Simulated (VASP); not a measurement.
# NaCl (Fm-3m) in VASP: further runs

The runs below take NaCl through single point, relaxation of cell and atoms, with PBEsol.

Program: VASP 6.6.1. These are calculated values, not measurements. Logs are shortened: lines on timing, memory, paths and dates and some standing lists are left out, and cuts for length are marked.

### 1 The cell of the first run

The structure is cubic, space group Fm-3m (No. 225). Conventional cell: a = 5.291 Å, b = 5.291 Å, c = 5.291 Å, α = 90.00°, β = 90.00°, γ = 90.00°. Na (site symmetry m-3m) has 6 Cl at 2.65 Å within 3.5 Å. Cl (site symmetry m-3m) has 6 Na at 2.65 Å within 3.5 Å.

### 2 Single point, PBEsol

INCAR

```
SYSTEM = NaCl
PREC = Accurate
ENCUT = 520
EDIFF = 1E-6
ISMEAR = 0
SIGMA = 0.1
LREAL = .FALSE.
LASPH = .TRUE.
NELM = 100
ALGO = Normal
ISIF = 2
LWAVE = .FALSE.
LCHARG = .TRUE.
GGA = PS
LELF = .TRUE.
LVHAR = .TRUE.
NBANDS = 14
```

KPOINTS

```
Automatic mesh
0
G
  6 6 6
  0 0 0
```

POSCAR

```
NaCl
1.0
    0.0000000000      2.6454494833      2.6454494833
    2.6454494833      0.0000000000      2.6454494833
    2.6454494833      2.6454494833      0.0000000000
Na Cl
1 1
Direct
    0.0000000000      0.0000000000      0.0000000000
    0.5000000000      0.5000000000      0.5000000000
```

Potentials or basis: VASP PAW PBE potentials, release 64 (Na_pv, Cl).

The run is started by

```sh
> cat potpaw_PBE.64/Na_pv/POTCAR potpaw_PBE.64/Cl/POTCAR > POTCAR
> mpirun -np 1 vasp_std > vasp.out
```

OUTCAR:

```text
SYSTEM = NaCl
   PREC = Accurate
   ENCUT = 520
   EDIFF = 1E-6
   ISMEAR = 0
   LREAL = .FALSE.
   LASPH = .TRUE.
   NELM = 100
   ISIF = 2
   GGA = PS

 ion  position               nearest neighbor table
   1  0.000  0.000  0.000-   2 2.65   2 2.65   2 2.65   2 2.65   2 2.65   2 2.65
   2  0.500  0.500  0.500-   1 2.65   1 2.65   1 2.65   1 2.65   1 2.65   1 2.65

  LATTYP: Found a face centered cubic cell.
 ALAT       =     5.2908989666

  Lattice vectors:

 A1 = (   0.0000000000,   2.6454494833,   2.6454494833)
 A2 = (   2.6454494833,   0.0000000000,   2.6454494833)
 A3 = (   2.6454494833,   2.6454494833,   0.0000000000)

Analysis of symmetry for initial positions (statically):
=====================================================================
 Subroutine PRICEL returns:
 Original cell was already a primitive cell.

 Routine SETGRP: Setting up the symmetry group for a
 face centered cubic supercell.

 Subroutine GETGRP returns: Found 48 space group operations
 (whereof 48 operations were pure point group operations)
 out of a pool of 48 trial point group operations.

The static configuration has the point symmetry O_h .

Analysis of symmetry for dynamics (positions and initial velocities):
=====================================================================
 Subroutine PRICEL returns:
 Original cell was already a primitive cell.

 Routine SETGRP: Setting up the symmetry group for a
 face centered cubic supercell.

 Subroutine GETGRP returns: Found 48 space group operations
 (whereof 48 operations were pure point group operations)
 out of a pool of 48 trial point group operations.

The dynamic configuration has the point symmetry O_h .

 Subroutine INISYM returns: Found 48 space group operations
 (whereof 48 operations are pure point group operations),
 and found     1 'primitive' translations

----------------------------------------------------------------------------------------

                                     Primitive cell

  volume of cell :      37.0278

  direct lattice vectors                    reciprocal lattice vectors
     0.000000000  2.645449483  2.645449483    -0.189003798  0.189003798  0.189003798
     2.645449483  0.000000000  2.645449483     0.189003798 -0.189003798  0.189003798
     2.645449483  2.645449483  0.000000000     0.189003798  0.189003798 -0.189003798

  length of vectors
     3.741230538  3.741230538  3.741230538     0.327364181  0.327364181  0.327364181

  position of ions in fractional coordinates (direct lattice)
     0.000000000  0.000000000  0.000000000
     0.500000000  0.500000000  0.500000000

  ion indices of the primitive-cell ions
   primitive index   ion index
                 1           1
                 2           2

----------------------------------------------------------------------------------------

 KPOINTS: Automatic mesh

Automatic generation of k-mesh.
 Grid dimensions read from file:
 generate k-points for:    6    6    6

 Generating k-lattice:

  Cartesian coordinates                     Fractional coordinates (reciprocal lattice)
    -0.031500633  0.031500633  0.031500633     0.166666667  0.000000000  0.000000000
     0.031500633 -0.031500633  0.031500633     0.000000000  0.166666667  0.000000000
     0.031500633  0.031500633 -0.031500633     0.000000000  0.000000000  0.166666667

  Length of vectors
     0.054560697  0.054560697  0.054560697

  Shift w.r.t. Gamma in fractional coordinates (k-lattice)
     0.000000000  0.000000000  0.000000000

 Subroutine IBZKPT returns following result:
 ===========================================

 Found     16 irreducible k-points:

 Following reciprocal coordinates:
            Coordinates               Weight
  0.000000  0.000000  0.000000      1.000000
  0.166667  0.000000  0.000000      8.000000
  0.333333  0.000000  0.000000      8.000000
  0.500000  0.000000  0.000000      4.000000
  0.166667  0.166667  0.000000      6.000000
  0.333333  0.166667  0.000000     24.000000
[... 8 lines left out ...]
 -0.333333  0.333333  0.166667     24.000000
 -0.333333  0.500000  0.166667     12.000000
   k-points           NKPTS =     16   k-points in BZ     NKDIM =     16   number of bands    NBANDS=     14
   number of dos      NEDOS =    301   number of ions     NIONS =      2
   total plane-waves  NPLWV =  21952
   dimension x,y,z NGX =    28 NGY =   28 NGZ =   28
   dimension x,y,z NGXF=    56 NGYF=   56 NGZF=   56
   ions per type =               1   1
   NGX,Y,Z   is equivalent  to a cutoff of  12.44, 12.44, 12.44 a.u.
   NGXF,Y,Z  is equivalent  to a cutoff of  24.88, 24.88, 24.88 a.u.
 SYSTEM =  NaCl
   PREC   = accura    normal or accurate (medium, high low for compatibility)
   ISTART =      0    job   : 0-new  1-cont  2-samecut
   ICHARG =      2    charge: 1-file 2-atom 10-const
   ISPIN  =      1    spin polarized calculation?
   LNONCOLLINEAR =      F non collinear calculations
   LSORBIT =      F    spin-orbit coupling
   LASPH  =      T    aspherical Exc in radial PAW
   ENCUT  =  520.0 eV  38.22 Ry    6.18 a.u.   6.96  6.96  6.96*2*pi/ulx,y,z
   NELM   =    100;   NELMIN=  2; NELMDL= -5     # of ELM steps
   EDIFF  = 0.1E-05   stopping-criterion for ELM
   LREAL  =      F    real-space projection
[... 7 lines left out ...]
   TEBEG  =    0.0;   TEEND  =   0.0 temperature during run
   PSTRESS=    0.0 pullay stress
   NELECT =      14.0000    total number of electrons
   NUPDOWN=      -1.0000    fix difference up-down
   EMIN   =  10.00;   EMAX   =-10.00  energy-range for DOS
   EFERMI =   0.00;   METHOD = LEGACY
   ISMEAR =     0;   SIGMA  =   0.10  broadening in eV -4-tet -1-fermi 0-gaus
   EFERMI_NEDOS =   21; number of points for ismear=-14 and -15
   IALGO  =     38    algorithm
   IMIX   =      4    mixing-type and parameters
     AMIX     =   0.40;   BMIX     =  1.00
     AMIX_MAG =   1.60;   BMIX_MAG =  1.00
  volume/ion in A,a.u.               =      18.51       124.94
  Fermi-wavevector in a.u.,A,eV,Ry     =   1.183790  2.237039 19.066647  1.401359
  Thomas-Fermi vector in A             =   2.320017
   LORBIT       =      0    0 simple, 1 ext, 2 COOP (PROOUT), +10 PAW based schemes
   GGA     = PS    functional components
   LHFCALC =     F    Hartree Fock is set to
   AEXX    =    0.0000 exact exchange contribution
   IVDW    =     0    specifies the selected vdW correction
   LEPSILON=     F    determine dielectric tensor
   LRPA    =     F    only Hartree local field effects (RPA)
 non-spin polarized calculation
 Gauss-broadening in eV      SIGMA  =   0.10
  energy-cutoff  :      520.00
  volume of cell :       37.03
 maximum number of plane-waves:      1018
   NGX = 13   NGY = 13   NGZ = 13

 number of electron      13.9999992 magnetization

 Free energy of the ion-electron system (eV)
  ---------------------------------------------------
  ext. energy  EPLUGINS =         0.00000000
  ---------------------------------------------------
  free energy    TOTEN  =        -6.87201061 eV

  energy without entropy =       -6.87201061  energy(sigma->0) =       -6.87201061

 E-fermi :   0.9876     XC(G=0):  -9.2075

 val. band max:        0.4826054801   @ k =   0.0000   0.0000   0.0000
 cond. band min:       6.2263239401   @ k =   0.0000   0.0000   0.0000
 fundamental gap:      5.7437184600
 Fermi energy:         0.9876315119

 k-point     1 :       0.0000    0.0000    0.0000
  band No.  band energies     occupation
      1     -19.8947      2.00000
      2     -19.8947      2.00000
      3     -19.8947      2.00000
      4     -12.6936      2.00000
      5       0.4826      2.00000
      6       0.4826      2.00000
      7       0.4826      2.00000
      8       6.2263      0.00000
      9      11.6017      0.00000
     10      11.6017      0.00000
     11      11.6017      0.00000
     12      14.0995      0.00000
     13      14.0995      0.00000
     14      15.7771      0.00000

 k-point     2 :       0.1667    0.0000    0.0000
  band No.  band energies     occupation
      1     -19.9140      2.00000
      2     -19.8958      2.00000
      3     -19.8958      2.00000
      4     -12.5512      2.00000
      5      -0.3431      2.00000
      6       0.3758      2.00000
      7       0.3758      2.00000
      8       7.1502      0.00000
      9      10.8575      0.00000
     10      11.9831      0.00000
     11      11.9831      0.00000
     12      13.8604      0.00000
     13      13.8604      0.00000
     14      17.4404      0.00000

 k-point     3 :       0.3333    0.0000    0.0000
  band No.  band energies     occupation
      1     -19.9518      2.00000
      2     -19.8980      2.00000
      3     -19.8980      2.00000
      4     -12.2476      2.00000
      5      -1.6166      2.00000
      6       0.1755      2.00000
      7       0.1755      2.00000
      8       7.9078      0.00000
      9      11.4011      0.00000
     10      11.9651      0.00000
     11      11.9651      0.00000
     12      15.1020      0.00000
     13      15.1020      0.00000
     14      17.0263      0.00000
[... 188 lines left out ...]
 k-point    15 :      -0.3333    0.3333    0.1667
  band No.  band energies     occupation
      1     -19.9444      2.00000
      2     -19.9207      2.00000
      3     -19.9090      2.00000
      4     -12.0177      2.00000
      5      -1.5574      2.00000
      6      -0.9051      2.00000
      7      -0.2826      2.00000
      8       9.7019      0.00000
      9      10.1909      0.00000
     10      11.0195      0.00000
     11      13.0787      0.00000
     12      15.5874      0.00000
     13      17.4311      0.00000
     14      18.2711      0.00000

 k-point    16 :      -0.3333    0.5000    0.1667
  band No.  band energies     occupation
      1     -19.9351      2.00000
      2     -19.9206      2.00000
      3     -19.9185      2.00000
      4     -12.0049      2.00000
      5      -1.5088      2.00000
      6      -0.7963      2.00000
      7      -0.5271      2.00000
      8       9.2822      0.00000
      9       9.4546      0.00000
     10      11.6979      0.00000
     11      13.4729      0.00000
     12      17.2091      0.00000
     13      18.0203      0.00000
     14      18.0430      0.00000

------------------------ aborting loop because EDIFF is reached ----------------------------------------

  FORCE on cell =-STRESS in cart. coord.  units (eV):
  Direction    XX          YY          ZZ          XY          YZ          ZX
  --------------------------------------------------------------------------------------
  -------------------------------------------------------------------------------------
  Total        1.5567325      1.5567325      1.5567325     -0.0000000     -0.0000000      0.0000000
  in kB       67.3590837     67.3590837     67.3590837     -0.0000000     -0.0000000      0.0000000
  external PRESSURE =      67.3590837 kB  Pullay stress =       0.0000000 kB

 VOLUME and BASIS-vectors are now :
 -----------------------------------------------------------------------------
  energy-cutoff  :      520.00
  volume of cell :       37.03
      direct lattice vectors                 reciprocal lattice vectors
     0.000000000  2.645449483  2.645449483    -0.189003798  0.189003798  0.189003798
     2.645449483  0.000000000  2.645449483     0.189003798 -0.189003798  0.189003798
     2.645449483  2.645449483  0.000000000     0.189003798  0.189003798 -0.189003798

 POSITION                                       TOTAL-FORCE (eV/Angst)
 -----------------------------------------------------------------------------------
      0.00000      0.00000      0.00000        -0.000000      0.000000     -0.000000
      2.64545      2.64545      2.64545         0.000000     -0.000000      0.000000
 -----------------------------------------------------------------------------------
    total drift:                                0.000000      0.000000      0.000000

  FREE ENERGIE OF THE ION-ELECTRON SYSTEM (eV)
  ---------------------------------------------------
  free  energy   TOTEN  =        -6.8720106071 eV

  energy  without entropy=       -6.8720106071  energy(sigma->0) =       -6.87201061
```

It took 10 s on 1 thread of Intel Xeon 8259CL, shared host; peak memory 0.15 GiB.

Results:

| Item | Value |
| --- | --- |
| Free energy | -6.8720 eV |
| Pressure | 6.7 GPa |
| Band gap on the k mesh | 5.74 eV |

Caveat: the cell stands under pressure; the PAW data sets were made with another functional, which shifts forces and pressure a little.

(Continued in part 2 of 2.)
